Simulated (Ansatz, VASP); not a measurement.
One calculation of MoS2, two programs

```xyz
3
Lattice="3.3113 0.0000 0.0000 -1.6557 2.8677 0.0000 0.0000 0.0000 6.4765" Properties=species:S:1:pos:R:3 pbc="T T T"
Mo    0.0000    0.0000    3.2383
S     0.0000    1.9118    1.6536
S     1.6557    0.9559    4.8229
```

Alike in both runs: task single point; functional PBEsol; k mesh 10 × 10 × 5; occupations gaussian, width 0.05 eV; no spin polarisation.

```csv
,VASP,Ansatz
version,VASP 6.6.1,Ansatz 0.2.0
potentials or method,"VASP PAW PBE potentials, release 64 (Mo_sv, S), cutoff 520 eV","plane waves, PAW"
valence electrons in the cell,26,26
```

```tsv
	VASP	Ansatz	Ansatz less VASP
pressure (GPa)	-11.6	-11.6	-0.02
traceless stress, the component that is largest in VASP (GPa)	1.75	1.73	-0.020
```

VASP's potentials were made for PBE, not for PBEsol.
